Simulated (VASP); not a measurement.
Write the native input for VASP 6.6.1 that does the following.

```
Task                   : electric field gradients
Functional             : PBE
Potentials or basis    : VASP PAW PBE potentials, release 64 (Hf_pv, C)
Cutoff                 : 520 eV
k mesh                 : 15 × 15 × 15
Occupations            : fermi-dirac, width 0.05 eV
Spin                   : no spin polarisation
Dipole correction      : no
Further INCAR settings : ALGO = Normal; EDIFF = 1e-08; NBANDS = 14
```

The structure of HfC lies in POSCAR:

```
HfC
1.0
    0.0000000000      2.2552500000      2.3250000000
    2.2552500000      0.0000000000      2.3250000000
    2.2552500000      2.2552500000      0.0000000000
Hf C
1 1
Direct
    0.5000000000      0.5000000000      0.5000000000
    0.0000000000      0.0000000000      0.0000000000
```

This cell differs from its parent crystal: equal xx and yy strain of -3 %.

One way to write it, as run:

INCAR

```
PREC = Accurate ; ENCUT = 520
EDIFF = 1E-8 ; ISMEAR = -1
SIGMA = 0.05 ; LREAL = F
LASPH = T ; NELM = 80
ALGO = Normal ; ISIF = 2
LWAVE = F ; LCHARG = F
GGA = PE ; LEFG = T
NBANDS = 14
```

KPOINTS

```
Automatic mesh
0
Gamma
  15 15 15
```

Potentials or basis: VASP PAW PBE potentials, release 64 (Hf_pv, C).

Command:

```bash
$ cat potpaw_PBE.64/Hf_pv/POTCAR potpaw_PBE.64/C/POTCAR > POTCAR
$ mpirun -np 1 vasp_std > vasp.out
```

It gave:

```
Pressure               : 16.4 GPa
Band gap on the k mesh : zero (band 7 reaches 7.53 eV, above the bottom of band 8 at 5.97 eV)
```

Caveat: the cell differs from its parent crystal (equal xx and yy strain of -3 %); without QUAD_EFG the Cq values of the log hold for a quadrupole moment of 1 mb, not for the nuclei; spin-orbit coupling is left out, which moves the levels of the heavy elements.

Run time: 35 s on 1 thread of Intel(R) Xeon(R) 6975P-C (Granite Rapids), with other jobs on the host, peak memory 0.21 GiB.
